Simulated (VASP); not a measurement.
# MgTlF4 (P6/mmm) in VASP: notebook, part 3 of 3

VASP 6.6.1. Earlier steps stand in the parts before.

### 5 Relaxation of cell and atoms, PBE

This run uses another cell than the first one, of 13.05 Å³/atom, 0.931 times its volume.

The input, INCAR:

```
PREC     = Accurate       # precision mode
ENCUT    = 600            # plane-wave cutoff, eV
EDIFF    = 1E-7           # SCF threshold, eV
ISMEAR   = 0              # smearing method
SIGMA    = 0.1            # smearing width, eV
LREAL    = False          # projectors in reciprocal space
LASPH    = True           # aspherical terms in the spheres
NELM     = 100            # most SCF steps
ALGO     = Normal         # electronic algorithm
ISIF     = 3              # what is computed and relaxed
LWAVE    = False          # write WAVECAR
LCHARG   = False          # write CHGCAR
GGA      = PE             # functional
IBRION   = 2              # ionic algorithm
NSW      = 90             # ionic steps
EDIFFG   = -0.04          # ionic threshold
```

The input, KPOINTS:

```
regular mesh
0
Gamma
  6 6 2
```

The input, POSCAR:

```
MgTlF4
1.0
    3.4723357800      0.0000000000      0.0000000000
   -1.7361678900      3.0071310000      0.0000000000
    0.0000000000      0.0000000000      7.5002452900
Mg Tl F
1 1 4
Direct
    0.0000000000      0.0000000000      0.0000000000
    0.0000000000      0.0000000000      0.5000000000
    0.3333333300      0.6666666700      0.2500000000
    0.3333333300      0.6666666700      0.7500000000
    0.6666666700      0.3333333300      0.2500000000
    0.6666666700      0.3333333300      0.7500000000
```

Potentials or basis: VASP PAW PBE potentials, release 64 (Mg, Tl_d, F).

Started as:

```console
$ cat potpaw_PBE.64/Mg/POTCAR potpaw_PBE.64/Tl_d/POTCAR potpaw_PBE.64/F/POTCAR > POTCAR
$ mpirun -np 1 vasp_std > vasp.out
```

OUTCAR:

```text
PREC = Accurate
   ENCUT = 600
   EDIFF = 1E-7
   ISMEAR = 0
   LREAL = False
   LASPH = True
   NELM = 100
   ISIF = 3
   GGA = PE
   IBRION = 2
   NSW = 90
   EDIFFG = -0.04

 ion  position               nearest neighbor table
   1  0.000  0.000  0.000-   3 2.74   4 2.74   5 2.74   6 2.74   5 2.74   6 2.74   3 2.74   4 2.74
                             5 2.74   6 2.74   3 2.74   4 2.74   2 3.75   2 3.75
   2  0.000  0.000  0.500-   3 2.74   4 2.74   5 2.74   6 2.74   5 2.74   6 2.74   3 2.74   4 2.74
                             5 2.74   6 2.74   3 2.74   4 2.74   1 3.75   1 3.75
   3  0.333  0.667  0.250-   1 2.74   2 2.74   1 2.74   2 2.74   1 2.74   2 2.74
   4  0.333  0.667  0.750-   1 2.74   2 2.74   1 2.74   2 2.74   1 2.74   2 2.74
   5  0.667  0.333  0.250-   1 2.74   2 2.74   1 2.74   2 2.74   1 2.74   2 2.74
   6  0.667  0.333  0.750-   1 2.74   2 2.74   1 2.74   2 2.74   1 2.74   2 2.74

  LATTYP: Found a hexagonal cell.
 ALAT       =     3.4723357800
 C/A-ratio  =     2.1600000015

  Lattice vectors:

 A1 = (   3.4723357800,   0.0000000000,   0.0000000000)
 A2 = (  -1.7361678900,   3.0071310000,   0.0000000000)
 A3 = (   0.0000000000,   0.0000000000,   7.5002452900)

Analysis of symmetry for initial positions (statically):
=====================================================================
 Subroutine PRICEL returns:
 Original cell was already a primitive cell.

 Routine SETGRP: Setting up the symmetry group for a
 hexagonal supercell.

 Subroutine GETGRP returns: Found 24 space group operations
 (whereof 24 operations were pure point group operations)
 out of a pool of 24 trial point group operations.

The static configuration has the point symmetry D_6h.

Analysis of symmetry for dynamics (positions and initial velocities):
=====================================================================
 Subroutine PRICEL returns:
 Original cell was already a primitive cell.

 Routine SETGRP: Setting up the symmetry group for a
 hexagonal supercell.

 Subroutine GETGRP returns: Found 24 space group operations
 (whereof 24 operations were pure point group operations)
 out of a pool of 24 trial point group operations.

The dynamic configuration has the point symmetry D_6h.
[... 137 lines left out ...]

 number of electron      43.0000000 magnetization

 Free energy of the ion-electron system (eV)
  ---------------------------------------------------
  ext. energy  EPLUGINS =         0.00000000
  ---------------------------------------------------
  free energy    TOTEN  =       -16.56994117 eV

  energy without entropy =      -16.53219137  energy(sigma->0) =      -16.55106627

------------------------ aborting loop because EDIFF is reached ----------------------------------------

  FORCE on cell =-STRESS in cart. coord.  units (eV):
  Direction    XX          YY          ZZ          XY          YZ          ZX
  --------------------------------------------------------------------------------------
  -------------------------------------------------------------------------------------
  Total       16.2182080     16.2182081     -9.4241423      0.0000000      0.0000000      0.0000000
  in kB      331.7904789    331.7904798   -192.7981603      0.0000000      0.0000000      0.0000000
  external PRESSURE =     156.9275994 kB  Pullay stress =       0.0000000 kB
[... 101 lines left out ...]
  FREE ENERGIE OF THE ION-ELECTRON SYSTEM (eV)
  ---------------------------------------------------
  free  energy   TOTEN  =       -20.0426737389 eV

  energy  without entropy=      -19.9885675995  energy(sigma->0) =      -20.01562067

 E-fermi :   1.4945     XC(G=0): -10.0517

 val. band max:        1.4924492706   @ k =   0.3333   0.1667   0.5000
 cond. band min:       1.4951157121   @ k =   0.3333   0.1667   0.0000
 fundamental gap:      0.0026664415
 Fermi energy:         1.4945350633

 k-point     1 :       0.0000    0.0000    0.0000
  band No.  band energies     occupation
      1     -19.9917      2.00000
      2     -19.6674      2.00000
      3     -18.2550      2.00000
      4     -18.0601      2.00000
      5      -7.7270      2.00000
      6      -7.5208      2.00000
[... 381 lines left out ...]
     24       7.4525      0.00000
     25       7.4525      0.00000

[... ionic steps 4 to 25 ...]

--------------------------------------- Ionic step       26  -------------------------------------------

 number of electron      42.9999988 magnetization

------------------------ aborting loop because EDIFF is reached ----------------------------------------
[... 75 lines left out ...]
--------------------------------------- Ionic step       28  -------------------------------------------

 number of electron      42.9999986 magnetization

 Free energy of the ion-electron system (eV)
  ---------------------------------------------------
  ext. energy  EPLUGINS =         0.00000000
  ---------------------------------------------------
  free energy    TOTEN  =       -20.98977426 eV

  energy without entropy =      -20.96140373  energy(sigma->0) =      -20.97558900

 E-fermi :   1.3244     XC(G=0):  -9.8819

 val. band max:        1.3062155716   @ k =   0.5000  -0.0000   0.5000
 cond. band min:       1.4084192752   @ k =   0.3333   0.1667   0.5000
 fundamental gap:      0.1022037036
 Fermi energy:         1.3244306846

 k-point     1 :       0.0000    0.0000    0.0000
  band No.  band energies     occupation
      1     -20.3176      2.00000
      2     -19.9522      2.00000
      3     -18.4099      2.00000
      4     -18.1799      2.00000
      5      -7.8782      2.00000
      6      -7.7980      2.00000
[... 414 lines left out ...]
  FREE ENERGIE OF THE ION-ELECTRON SYSTEM (eV)
  ---------------------------------------------------
  free  energy   TOTEN  =       -20.9897742630 eV

  energy  without entropy=      -20.9614037345  energy(sigma->0) =      -20.97558900

 reached required accuracy - stopping structural energy minimisation
```

OSZICAR:

```text
N       E                     dE             d eps       ncg     rms          rms(c)
DAV:   1     0.346923964038E+03    0.34692E+03   -0.26924E+04   724   0.184E+03
DAV:   2    -0.232826428437E+01   -0.34925E+03   -0.34309E+03   913   0.397E+02
DAV:   3    -0.220464324750E+02   -0.19718E+02   -0.19629E+02   742   0.969E+01
[... 306 lines left out ...]
DAV:   3    -0.209898033612E+02    0.25795E-03   -0.25804E-04   727   0.136E-01    0.388E-02
DAV:   4    -0.209897736643E+02    0.29697E-04   -0.61806E-05   730   0.662E-02    0.881E-03
DAV:   5    -0.209897739898E+02   -0.32550E-06   -0.44075E-06   719   0.146E-02    0.375E-03
DAV:   6    -0.209897742172E+02   -0.22740E-06   -0.25967E-07   650   0.442E-03    0.127E-03
DAV:   7    -0.209897742630E+02   -0.45833E-07   -0.12425E-07   377   0.263E-03
  28 F= -.20989774E+02 E0= -.20975589E+02  d E =-.717173E-03
```

CONTCAR:

```text
MgTlF4
   1.00000000000000
     3.8253256265107165   -0.0000000000000000   -0.0000000000000000
    -1.9126628132553583    3.3128291753187189    0.0000000000000000
    -0.0000000000000000   -0.0000000000000000    6.5755850210368401
  Mg              Tl              F
     1     1     4
Direct
     0.0000000000000000    0.0000000000000000    0.0000000000000000
     0.0000000000000000    0.0000000000000000    0.5000000000000000
     0.3333333300000021    0.6666666699999979    0.1897432686803468
     0.3333333300000021    0.6666666699999979    0.8102567313196534
     0.6666666699999979    0.3333333300000021    0.1897432686803468
     0.6666666699999979    0.3333333300000021    0.8102567313196534

  0.00000000E+00  0.00000000E+00  0.00000000E+00
  0.00000000E+00  0.00000000E+00  0.00000000E+00
  0.00000000E+00  0.00000000E+00  0.00000000E+00
  0.00000000E+00  0.00000000E+00  0.00000000E+00
  0.00000000E+00  0.00000000E+00  0.00000000E+00
  0.00000000E+00  0.00000000E+00  0.00000000E+00
```

Wall time 7.1 min (1 thread of AMD EPYC 7R13 (Zen 3), shared host); peak memory 0.21 GiB.

Results:

* Free energy: -20.9898 eV
* Relaxed volume: 13.89 Å³/atom
* Relaxed cell: a = 3.825 Å, b = 3.825 Å, c = 6.576 Å, α = 90.00°, β = 90.00°, γ = 120.00°
* Space group after relaxing (to 0.05 Å): P6/mmm (No. 191)
* Energy gained by relaxing: 736.6 meV/atom
* Ionic steps: 28
* Pressure after relaxing: 0.0 GPa
* Largest force after relaxing: 0.015 eV/Å

Forces on the atoms (eV/Å):
```
Mg   0.000  0.000  0.000
Tl   0.000  0.000  0.000
F    0.000  0.000 -0.015
F    0.000  0.000  0.015
F    0.000  0.000 -0.015
F    0.000  0.000  0.015
```

The path:
```
step  energy change (eV)  largest force (eV/Å)  pressure (GPa)  volume (Å³)
   1              0.0000                2.1332           15.69        78.32
   2             -3.2907                1.0631           -4.56        92.49
   3             -3.4727                0.7572           -8.27        97.15
   4             -3.4691                0.8151           -7.57        96.19
   5             -4.0656                0.4749           -5.66        87.50
   6             -4.2788                0.0529           -2.57        80.41
   7             -4.2792                0.0086           -2.22        79.84
   8             -4.3189                0.0972            0.91        77.05
   9             -4.3203                0.0822            0.40        77.46
  10             -4.3235                0.1005            0.29        77.81
  11             -4.3332                0.1531           -0.04        78.84
  12             -4.3493                0.1920           -0.82        80.90
  13             -4.3678                0.2123           -1.98        85.04
  14             -4.2264                0.0820           -4.67        93.39
  15             -4.3782                0.1543           -2.20        85.82
  16             -4.3787                0.1175           -2.64        86.90
  17             -4.3794                0.1403           -2.38        86.27
  18             -4.3803                0.1372           -2.39        86.34
  19             -4.3828                0.1264           -2.44        86.52
  20             -4.3856                0.1030           -2.53        86.90
  21             -4.3859                0.0933           -2.56        87.06
  22             -4.3890                0.0912           -2.46        86.88
  23             -4.3973                0.0852           -2.11        86.34
  24             -4.4100                0.0725           -1.39        85.27
  25             -4.4190                0.0454            0.18        83.17
  26             -4.4191                0.0485            0.00        83.39
  27             -4.4194                0.0403            0.01        83.38
  28             -4.4198                0.0152            0.02        83.33
```

Final structure:
```yaml
crystal:
  lattice:
    - [3.82533, 0.00000, 0.00000]
    - [-1.91266, 3.31283, 0.00000]
    - [0.00000, 0.00000, 6.57559]
  atoms:
    - { symbol: Mg, position: [0.00000, 0.00000, 0.00000] }
    - { symbol: Tl, position: [0.00000, 0.00000, 0.50000] }
    - { symbol: F, position: [0.33333, 0.66667, 0.18974] }
    - { symbol: F, position: [0.33333, 0.66667, 0.81026] }
    - { symbol: F, position: [0.66667, 0.33333, 0.18974] }
    - { symbol: F, position: [0.66667, 0.33333, 0.81026] }
```

Caveat: the k points lie up to 0.48 Å⁻¹ apart in the final cell; spin-orbit coupling is left out, which moves the levels of the heavy elements; an odd number of electrons without spin polarisation forces a metal; a magnetic or distorted state may lie lower.

### 6 Single point, PBE

The input, INCAR:

```
SYSTEM = MgTlF4
ALGO     = Normal         ! electronic algorithm
EDIFF    = 1E-6           ! SCF threshold, eV
ENCUT    = 520            ! plane-wave cutoff, eV
GGA      = PE             ! functional
ISIF     = 2              ! what is computed and relaxed
ISMEAR   = 0              ! smearing method
LASPH    = .True.         ! aspherical terms in the spheres
LCHARG   = .False.        ! write CHGCAR
LREAL    = .False.        ! projectors in reciprocal space
LWAVE    = .False.        ! write WAVECAR
NBANDS   = 30             ! bands
NELM     = 100            ! most SCF steps
PREC     = Accurate       ! precision mode
SIGMA    = 0.1            ! smearing width, eV
```

The input, KPOINTS:

```
k-points
0
Gamma
  6 6 4
  0 0 0
```

The input, POSCAR:

```
MgTlF4
1.0
    3.8360803020      0.0000000000      0.0000000000
   -1.9180401510      3.3221429925      0.0000000000
    0.0000000000      0.0000000000      6.5995890556
Mg Tl F
1 1 4
Direct
    0.0000000000      0.0000000000      0.0000000000
    0.0000000000      0.0000000000      0.5000000000
    0.3333333333      0.6666666667      0.1894061498
    0.3333333333      0.6666666667      0.8105938502
    0.6666666667      0.3333333333      0.1894061498
    0.6666666667      0.3333333333      0.8105938502
```

Potentials or basis: VASP PAW PBE potentials, release 64 (Mg, Tl_d, F).

Started as:

```console
$ cat potpaw_PBE.64/Mg/POTCAR potpaw_PBE.64/Tl_d/POTCAR potpaw_PBE.64/F/POTCAR > POTCAR
$ mpirun -np 1 vasp_std > vasp.out
```

Run time: 34 s. Hardware: 1 thread of AMD EPYC 7R13 (Zen 3), shared host; peak memory 0.19 GiB.

The run converged. Its results:

| Property | Result |
| --- | --- |
| Free energy | -20.9991 eV |
| Pressure | -0.4 GPa |
| Largest force | 0.010 eV/Å |

Forces on the atoms (eV/Å):
```
Mg   0.000  0.000  0.000
Tl   0.000  0.000  0.000
F    0.000  0.000 -0.010
F    0.000  0.000  0.010
F    0.000  0.000 -0.010
F    0.000  0.000  0.010
```

Stress tensor (GPa, compression positive):
```
-0.39  0.00  0.00
 0.00 -0.39  0.00
 0.00  0.00 -0.50
```

Levels at points of the mesh, in eV from the Fermi level:
```
           k point  band 20  band 21  band 22  band 23  band 24  band 25
(0.00, 0.00, 0.00)    -0.67    -0.67    -0.54     4.62     5.49     9.57
(0.50, 0.00, 0.00)    -0.89    -0.18    -0.02     3.52     5.95     6.64
(0.00, 0.00, 0.50)    -0.75    -0.67    -0.60     2.98     8.88     8.93
(0.50, 0.00, 0.50)    -0.50    -0.19    -0.02     3.84     5.34     7.64
```

Caveat: spin-orbit coupling is left out, which moves the levels of the heavy elements; an odd number of electrons without spin polarisation forces a metal; a magnetic or distorted state may lie lower.

### 7 The runs side by side

```csv
task,cell,k mesh,cutoff (eV),gap on the mesh (eV),pressure (GPa),relaxed volume (Å³/atom),largest force (eV/Å)
single point,"a = 3.837, b = 3.837, c = 6.595 Å, angles 90.0, 90.0, 120.0°, 6 atoms",12 × 12 × 6,520,none,-0.4,-,0.01
relaxation of cell and atoms,"relaxed from a = 3.836, b = 3.836, c = 6.600 Å, angles 90.0, 90.0, 120.0°, 6 atoms",12 × 12 × 6,600,none,0.0,13.91,-
single point,"a = 3.836, b = 3.836, c = 6.600 Å, angles 90.0, 90.0, 120.0°, 6 atoms",6 × 6 × 2,520,none,-0.4,-,0.01
relaxation of cell and atoms,"relaxed from a = 3.472, b = 3.472, c = 7.500 Å, angles 90.0, 90.0, 120.0°, 6 atoms",6 × 6 × 2,600,none,0.0,13.89,0.02
single point,"a = 3.836, b = 3.836, c = 6.600 Å, angles 90.0, 90.0, 120.0°, 6 atoms",6 × 6 × 4,520,none,-0.4,-,0.01
```

Alike in all rows: level PBE; potentials or basis VASP PAW PBE potentials, release 64 (Mg, Tl_d, F); no spin polarisation; smearing gaussian 0.1 eV.

Caveats: some runs use coarse meshes; spin-orbit coupling is left out, which moves the levels of the heavy elements; an odd number of electrons without spin polarisation forces a metal; a magnetic or distorted state may lie lower.

Total energies depend on the potentials used, so only differences within one code and one set of settings carry meaning.
